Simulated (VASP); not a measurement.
# TaHO2 (P6_3/mmc) in VASP: notebook

Runs on TaHO2. Level: PBE. Tasks: single point, relaxation of cell and atoms.

Program: VASP 6.6.1. These are calculated values, not measurements. Logs are shortened: lines on timing, memory, paths and dates and some standing lists are left out, and cuts for length are marked.

**1. The cell of the first run**

The structure is hexagonal, space group P6_3/mmc (No. 194). Conventional cell: a = 3.004 Å, b = 3.004 Å, c = 9.565 Å, α = 90.00°, β = 90.00°, γ = 120.00°. Within 2.9 Å of Ta (site symmetry -6m2) lie 6 O at 2.16 Å. H (site symmetry -3m) has 6 O at 2.05 Å within 2.7 Å. Within 2.7 Å of O (site symmetry 3m) lie 3 H at 2.05 Å and 3 Ta at 2.16 Å and 1 O at 2.58 Å.

**2. Single point, PBE**

INCAR

```
ALGO = Normal ; EDIFF = 1E-6
ENCUT = 520 ; GGA = PE
ISIF = 2 ; ISMEAR = 0
LASPH = True ; LCHARG = False
LREAL = False ; LWAVE = False
NBANDS = 34 ; NELM = 60
PREC = Accurate ; SIGMA = 0.1
```

KPOINTS

```
k-points
0
Gamma
  6 6 2
```

POSCAR

```
TaHO2
1.0
    3.0042465600      0.0000000000      0.0000000000
   -1.5021232800      2.6017538400      0.0000000000
    0.0000000000      0.0000000000      9.5651676100
Ta H O
2 2 4
Direct
    0.6666666700      0.3333333300      0.7500000000
    0.3333333300      0.6666666700      0.2500000000
    0.0000000000      0.0000000000      0.0000000000
    0.0000000000      0.0000000000      0.5000000000
    0.3333333300      0.6666666700      0.8849994000
    0.3333333300      0.6666666700      0.6150006000
    0.6666666700      0.3333333300      0.3849994000
    0.6666666700      0.3333333300      0.1150006000
```

Potentials or basis: VASP PAW PBE potentials, release 64 (Ta_pv, H, O).

The run is started by

```
$ cat potpaw_PBE.64/Ta_pv/POTCAR potpaw_PBE.64/H/POTCAR potpaw_PBE.64/O/POTCAR > POTCAR
$ mpirun -np 1 vasp_std > vasp.out
```

OUTCAR:

```text
EDIFF = 1E-6
   ENCUT = 520
   GGA = PE
   ISIF = 2
   ISMEAR = 0
   LASPH = True
   LREAL = False
   NELM = 60
   PREC = Accurate

 ion  position               nearest neighbor table
   1  0.667  0.333  0.750-   5 2.16   6 2.16   5 2.16   6 2.16   5 2.16   6 2.16
   2  0.333  0.667  0.250-   7 2.16   8 2.16   7 2.16   8 2.16   7 2.16   8 2.16
   3  0.000  0.000  0.000-
   4  0.000  0.000  0.500-
   5  0.333  0.667  0.885-   1 2.16   1 2.16   1 2.16
   6  0.333  0.667  0.615-   1 2.16   1 2.16   1 2.16
   7  0.667  0.333  0.385-   2 2.16   2 2.16   2 2.16
   8  0.667  0.333  0.115-   2 2.16   2 2.16   2 2.16

  LATTYP: Found a hexagonal cell.
 ALAT       =     3.0042465600
 C/A-ratio  =     3.1838823542

  Lattice vectors:

 A1 = (   3.0042465600,   0.0000000000,   0.0000000000)
 A2 = (  -1.5021232800,   2.6017538400,   0.0000000000)
 A3 = (   0.0000000000,   0.0000000000,   9.5651676100)

Analysis of symmetry for initial positions (statically):
=====================================================================
 Subroutine PRICEL returns:
 Original cell was already a primitive cell.

 Routine SETGRP: Setting up the symmetry group for a
 hexagonal supercell.

 Subroutine GETGRP returns: Found 24 space group operations
 (whereof 12 operations were pure point group operations)
 out of a pool of 24 trial point group operations.

The static configuration has the point symmetry D_3d.
 The point group associated with its full space group is D_6h.

Analysis of symmetry for dynamics (positions and initial velocities):
=====================================================================
 Subroutine PRICEL returns:
 Original cell was already a primitive cell.

 Routine SETGRP: Setting up the symmetry group for a
 hexagonal supercell.

 Subroutine GETGRP returns: Found 24 space group operations
 (whereof 12 operations were pure point group operations)
 out of a pool of 24 trial point group operations.

The dynamic configuration has the point symmetry D_3d.
 The point group associated with its full space group is D_6h.

 Subroutine INISYM returns: Found 24 space group operations
 (whereof 12 operations are pure point group operations),
 and found     1 'primitive' translations

----------------------------------------------------------------------------------------

                                     Primitive cell

  volume of cell :      74.7643

  direct lattice vectors                    reciprocal lattice vectors
     3.004246560  0.000000000  0.000000000     0.332862160  0.192178058  0.000000000
    -1.502123280  2.601753840  0.000000000     0.000000000  0.384356116  0.000000000
     0.000000000  0.000000000  9.565167610     0.000000000  0.000000000  0.104545999

  length of vectors
     3.004246560  3.004246560  9.565167610     0.384356116  0.384356116  0.104545999

  position of ions in fractional coordinates (direct lattice)
     0.666666670  0.333333330  0.750000000
     0.333333330  0.666666670  0.250000000
     0.000000000  0.000000000  0.000000000
     0.000000000  0.000000000  0.500000000
     0.333333330  0.666666670  0.884999400
     0.333333330  0.666666670  0.615000600
     0.666666670  0.333333330  0.384999400
     0.666666670  0.333333330  0.115000600

  ion indices of the primitive-cell ions
   primitive index   ion index
                 1           1
                 2           2
                 3           3
                 4           4
                 5           5
                 6           6
                 7           7
                 8           8

----------------------------------------------------------------------------------------

 KPOINTS: k-points

Automatic generation of k-mesh.
 Grid dimensions read from file:
 generate k-points for:    6    6    2

 Generating k-lattice:

  Cartesian coordinates                     Fractional coordinates (reciprocal lattice)
     0.055477027  0.032029676  0.000000000     0.166666667  0.000000000  0.000000000
     0.000000000  0.064059353  0.000000000     0.000000000  0.166666667  0.000000000
     0.000000000  0.000000000  0.052272999     0.000000000  0.000000000  0.500000000

  Length of vectors
     0.064059353  0.064059353  0.052272999

  Shift w.r.t. Gamma in fractional coordinates (k-lattice)
     0.000000000  0.000000000  0.000000000

 Subroutine IBZKPT returns following result:
 ===========================================

 Found     14 irreducible k-points:

 Following reciprocal coordinates:
            Coordinates               Weight
  0.000000  0.000000  0.000000      1.000000
  0.166667  0.000000  0.000000      6.000000
  0.333333 -0.000000  0.000000      6.000000
  0.500000 -0.000000  0.000000      3.000000
  0.166667  0.166667  0.000000      6.000000
  0.333333  0.166667  0.000000     12.000000
  0.333333  0.333333  0.000000      2.000000
  0.000000  0.000000  0.500000      1.000000
  0.166667  0.000000  0.500000      6.000000
  0.333333 -0.000000  0.500000      6.000000
  0.500000 -0.000000  0.500000      3.000000
  0.166667  0.166667  0.500000      6.000000
  0.333333  0.166667  0.500000     12.000000
  0.333333  0.333333  0.500000      2.000000
   k-points           NKPTS =     14   k-points in BZ     NKDIM =     14   number of bands    NBANDS=     34
   number of dos      NEDOS =    301   number of ions     NIONS =      8
   total plane-waves  NPLWV =  41472
   dimension x,y,z NGX =    24 NGY =   24 NGZ =   72
   dimension x,y,z NGXF=    48 NGYF=   48 NGZF=  144
   ions per type =               2   2   4
   NGX,Y,Z   is equivalent  to a cutoff of  13.28, 13.28, 12.51 a.u.
   NGXF,Y,Z  is equivalent  to a cutoff of  26.56, 26.56, 25.03 a.u.
 SYSTEM =  unknown system
   PREC   = accura    normal or accurate (medium, high low for compatibility)
   ISTART =      0    job   : 0-new  1-cont  2-samecut
   ICHARG =      2    charge: 1-file 2-atom 10-const
   ISPIN  =      1    spin polarized calculation?
   LNONCOLLINEAR =      F non collinear calculations
   LSORBIT =      F    spin-orbit coupling
   LASPH  =      T    aspherical Exc in radial PAW
   ENCUT  =  520.0 eV  38.22 Ry    6.18 a.u.   5.59  5.59 17.78*2*pi/ulx,y,z
   NELM   =     60;   NELMIN=  2; NELMDL= -5     # of ELM steps
   EDIFF  = 0.1E-05   stopping-criterion for ELM
   LREAL  =      F    real-space projection
   EDIFFG = 0.1E-04   stopping-criterion for IOM
   NSW    =      0    number of steps for IOM
   IBRION =     -1    ionic relax: 0-MD 1-quasi-New 2-CG
   NFREE  =      0    steps in history (QN), initial steepest desc. (CG)
   ISIF   =      2    stress and relaxation
   ISYM   =      2    0-nonsym 1-usesym 2-fastsym
   POTIM  = 0.5000    time-step for ionic-motion
   TEBEG  =    0.0;   TEEND  =   0.0 temperature during run
   PSTRESS=    0.0 pullay stress
   NELECT =      48.0000    total number of electrons
   NUPDOWN=      -1.0000    fix difference up-down
   EMIN   =  10.00;   EMAX   =-10.00  energy-range for DOS
   EFERMI =   0.00;   METHOD = LEGACY
   ISMEAR =     0;   SIGMA  =   0.10  broadening in eV -4-tet -1-fermi 0-gaus
   EFERMI_NEDOS =   21; number of points for ismear=-14 and -15
   IALGO  =     38    algorithm
   IMIX   =      4    mixing-type and parameters
     AMIX     =   0.40;   BMIX     =  1.00
     AMIX_MAG =   1.60;   BMIX_MAG =  1.00
  volume/ion in A,a.u.               =       9.35        63.07
  Fermi-wavevector in a.u.,A,eV,Ry     =   1.412290  2.668841 27.137666  1.994562
  Thomas-Fermi vector in A             =   2.534054
   LORBIT       =      0    0 simple, 1 ext, 2 COOP (PROOUT), +10 PAW based schemes
   GGA     = PE    functional components
   LHFCALC =     F    Hartree Fock is set to
   AEXX    =    0.0000 exact exchange contribution
   IVDW    =     0    specifies the selected vdW correction
   LEPSILON=     F    determine dielectric tensor
   LRPA    =     F    only Hartree local field effects (RPA)
 non-spin polarized calculation
 Gauss-broadening in eV      SIGMA  =   0.10
  energy-cutoff  :      520.00
  volume of cell :       74.76
 maximum number of plane-waves:      2052
 NGX is ok and might be reduce to    24
   NGX = 11   NGY = 11   NGZ = 35

 number of electron      48.0000009 magnetization

 Free energy of the ion-electron system (eV)
  ---------------------------------------------------
  ext. energy  EPLUGINS =         0.00000000
  ---------------------------------------------------
  free energy    TOTEN  =       -58.27678652 eV

  energy without entropy =      -58.26500288  energy(sigma->0) =      -58.27089470

 E-fermi :   5.0143     XC(G=0): -11.8242

 val. band max:        4.9540231259   @ k =   0.1667   0.0000   0.0000
 cond. band min:       5.0311622053   @ k =   0.3333   0.3333   0.0000
 fundamental gap:      0.0771390793
 Fermi energy:         5.0143154959

 k-point     1 :       0.0000    0.0000    0.0000
  band No.  band energies     occupation
      1     -30.4260      2.00000
      2     -30.4204      2.00000
      3     -29.7415      2.00000
      4     -29.7415      2.00000
      5     -29.7414      2.00000
      6     -29.7414      2.00000
[... 26 lines left out ...]
     33       8.6817      0.00000
     34       8.8494      0.00000

 k-point     2 :       0.1667    0.0000    0.0000
  band No.  band energies     occupation
      1     -30.3776      2.00000
      2     -30.3729      2.00000
      3     -29.9664      2.00000
      4     -29.9663      2.00000
      5     -29.7883      2.00000
      6     -29.7882      2.00000
[... 26 lines left out ...]
     33       9.3338      0.00000
     34       9.4816      0.00000

 k-point     3 :       0.3333   -0.0000    0.0000
  band No.  band energies     occupation
      1     -30.3906      2.00000
      2     -30.3903      2.00000
      3     -30.2790      2.00000
      4     -30.2763      2.00000
      5     -29.8806      2.00000
      6     -29.8805      2.00000
[... 26 lines left out ...]
     33      10.0974      0.00000
     34      10.1789      0.00000

 k-point     4 :       0.5000   -0.0000    0.0000
  band No.  band energies     occupation
      1     -30.5914      2.00000
      2     -30.5911      2.00000
      3     -30.2287      2.00000
      4     -30.2274      2.00000
      5     -29.9261      2.00000
      6     -29.9259      2.00000
[... 26 lines left out ...]
     33      10.4284      0.00000
     34      10.5976      0.00000

 k-point     5 :       0.1667    0.1667    0.0000
  band No.  band energies     occupation
      1     -30.3040      2.00000
      2     -30.3007      2.00000
      3     -30.2475      2.00000
      4     -30.2472      2.00000
      5     -29.9006      2.00000
      6     -29.9005      2.00000
[... 251 lines left out ...]
 k-point    12 :       0.1667    0.1667    0.5000
  band No.  band energies     occupation
      1     -30.3023      2.00000
      2     -30.3023      2.00000
      3     -30.2474      2.00000
      4     -30.2474      2.00000
      5     -29.9005      2.00000
      6     -29.9005      2.00000
[... 26 lines left out ...]
     33       9.9473      0.00000
     34       9.9473      0.00000

 k-point    13 :       0.3333    0.1667    0.5000
  band No.  band energies     occupation
      1     -30.4884      2.00000
      2     -30.4884      2.00000
      3     -30.2283      2.00000
      4     -30.2283      2.00000
      5     -30.0396      2.00000
      6     -30.0396      2.00000
[... 26 lines left out ...]
     33      10.4729      0.00000
     34      10.4729      0.00000

 k-point    14 :       0.3333    0.3333    0.5000
  band No.  band energies     occupation
      1     -30.3973      2.00000
      2     -30.3973      2.00000
      3     -30.2639      2.00000
      4     -30.2639      2.00000
      5     -30.2035      2.00000
      6     -30.2035      2.00000
[... 26 lines left out ...]
     33      10.4426      0.00000
     34      10.4426      0.00000

------------------------ aborting loop because EDIFF is reached ----------------------------------------

  FORCE on cell =-STRESS in cart. coord.  units (eV):
  Direction    XX          YY          ZZ          XY          YZ          ZX
  --------------------------------------------------------------------------------------
  -------------------------------------------------------------------------------------
  Total       -7.8638793     -7.8638793      0.7009572      0.0000000      0.0000000     -0.0000000
  in kB     -168.5206237   -168.5206237     15.0213062      0.0000000      0.0000000     -0.0000000
  external PRESSURE =    -107.3399804 kB  Pullay stress =       0.0000000 kB

 VOLUME and BASIS-vectors are now :
 -----------------------------------------------------------------------------
  energy-cutoff  :      520.00
  volume of cell :       74.76
      direct lattice vectors                 reciprocal lattice vectors
     3.004246560  0.000000000  0.000000000     0.332862160  0.192178058  0.000000000
    -1.502123280  2.601753840  0.000000000     0.000000000  0.384356116  0.000000000
     0.000000000  0.000000000  9.565167610     0.000000000  0.000000000  0.104545999

 POSITION                                       TOTAL-FORCE (eV/Angst)
 -----------------------------------------------------------------------------------
      1.50212      0.86725      7.17388        -0.000000      0.000000      0.000000
     -0.00000      1.73450      2.39129        -0.000000     -0.000000      0.000000
      0.00000      0.00000      0.00000        -0.000000     -0.000000      0.000000
      0.00000      0.00000      4.78258        -0.000000     -0.000000      0.000000
     -0.00000      1.73450      8.46517         0.000000     -0.000000     -0.685232
     -0.00000      1.73450      5.88258         0.000000     -0.000000      0.685232
      1.50212      0.86725      3.68258         0.000000     -0.000000     -0.685232
      1.50212      0.86725      1.10000         0.000000      0.000000      0.685232
 -----------------------------------------------------------------------------------
    total drift:                               -0.000010      0.000006     -0.000000

  FREE ENERGIE OF THE ION-ELECTRON SYSTEM (eV)
  ---------------------------------------------------
  free  energy   TOTEN  =       -58.2767865204 eV

  energy  without entropy=      -58.2650028820  energy(sigma->0) =      -58.27089470
```

It took 34 s on 1 thread of Intel Xeon Platinum 8259CL at 2.50GHz (Skylake/Cascade Lake), shared host; peak memory 0.2 GiB.

Results:

```
Free energy            : -58.2768 eV
Pressure               : -10.7 GPa
Largest force          : 0.685 eV/Å
Band gap on the k mesh : zero (band 24 reaches 5.93 eV, above the bottom of band 25 at 5.03 eV)
```

Forces on the atoms (eV/Å):
```
Ta   0.000  0.000  0.000
Ta   0.000  0.000  0.000
H    0.000  0.000  0.000
H    0.000  0.000  0.000
O    0.000  0.000 -0.685
O    0.000  0.000  0.685
O    0.000  0.000 -0.685
O    0.000  0.000  0.685
```

Levels at points of the mesh, in eV from the Fermi level:
```
           k point  band 22  band 23  band 24  band 25  band 26  band 27
(0.00, 0.00, 0.00)    -2.36    -1.66     0.91     0.93     1.50     2.51
(0.50, 0.00, 0.00)    -3.42    -0.91    -0.20     0.19     0.96     3.59
(0.00, 0.00, 0.50)    -4.06    -0.27    -0.27     1.30     1.30     2.60
(0.50, 0.00, 0.50)    -3.64    -0.49    -0.49     0.57     0.57     3.83
```

Caveat: the k points lie up to 0.40 Å⁻¹ apart; spin-orbit coupling is left out, which moves the levels of the heavy elements.

**3. Single point, PBE**

This run uses another cell than the first one, of 9.65 Å³/atom, 1.033 times its volume.

INCAR

```
SYSTEM = TaHO2
ALGO = Normal ; EDIFF = 1E-7
ENCUT = 520 ; GGA = PE
ISIF = 2 ; ISMEAR = 0
LASPH = .True. ; LCHARG = .False.
LREAL = .False. ; LWAVE = .False.
NBANDS = 34 ; NELM = 80
PREC = Accurate ; SIGMA = 0.1
```

KPOINTS

```
k-points
0
Gamma
  6 6 2
  0 0 0
```

POSCAR

```
TaHO2
1.0
    2.9208719374      0.0000000000      0.0000000000
   -1.4604359687      2.5295492990      0.0000000000
    0.0000000000      0.0000000000     10.4527899378
Ta H O
2 2 4
Direct
    0.6666666667      0.3333333333      0.7500000000
    0.3333333333      0.6666666667      0.2500000000
    0.0000000000      0.0000000000      0.0000000000
    0.0000000000      0.0000000000      0.5000000000
    0.3333333333      0.6666666667      0.8715486899
    0.3333333333      0.6666666667      0.6284513101
    0.6666666667      0.3333333333      0.3715486899
    0.6666666667      0.3333333333      0.1284513101
```

Potentials or basis: VASP PAW PBE potentials, release 64 (Ta_pv, H, O).

The run is started by

```
$ cat potpaw_PBE.64/Ta_pv/POTCAR potpaw_PBE.64/H/POTCAR potpaw_PBE.64/O/POTCAR > POTCAR
$ mpirun -np 1 vasp_std > vasp.out
```

It took 42 s on 1 thread of Intel Xeon Platinum 8259CL at 2.50GHz (Skylake/Cascade Lake), shared host; peak memory 0.21 GiB.

It converged, with:

| Quantity | Value |
| --- | --- |
| Free energy | -58.6999 eV |
| Pressure | 0.7 GPa |
| Largest force | 0.096 eV/Å |
| Band gap on the k mesh | zero (band 24 reaches 5.46 eV, above the bottom of band 25 at 4.32 eV) |

Forces on the atoms (eV/Å):
```
Ta   0.000  0.000  0.000
Ta   0.000  0.000  0.000
H    0.000  0.000  0.000
H    0.000  0.000  0.000
O    0.000  0.000  0.096
O    0.000  0.000 -0.096
O    0.000  0.000  0.096
O    0.000  0.000 -0.096
```

Stress tensor (GPa, compression positive):
```
0.61 0.00 0.00
0.00 0.61 0.00
0.00 0.00 0.77
```

Levels at points of the mesh, in eV from the Fermi level:
| k point | band 21 | band 22 | band 23 | band 24 | band 25 | band 26 | band 27 | band 28 |
| --- | --- | --- | --- | --- | --- | --- | --- | --- |
| (0.00, 0.00, 0.00) | -3.95 | -2.86 | -1.62 | 1.08 | 1.16 | 1.81 | 2.91 | 2.91 |
| (0.50, 0.00, 0.00) | -3.67 | -3.55 | -0.94 | -0.25 | 0.49 | 0.84 | 4.21 | 4.63 |
| (0.00, 0.00, 0.50) | -3.97 | -3.97 | -0.26 | -0.26 | 1.69 | 1.69 | 2.95 | 2.95 |
| (0.50, 0.00, 0.50) | -3.75 | -3.75 | -0.55 | -0.55 | 0.64 | 0.64 | 4.40 | 4.40 |

Caveat: the k points lie up to 0.41 Å⁻¹ apart; spin-orbit coupling is left out, which moves the levels of the heavy elements.

(Part 1 of 3 ends here.)
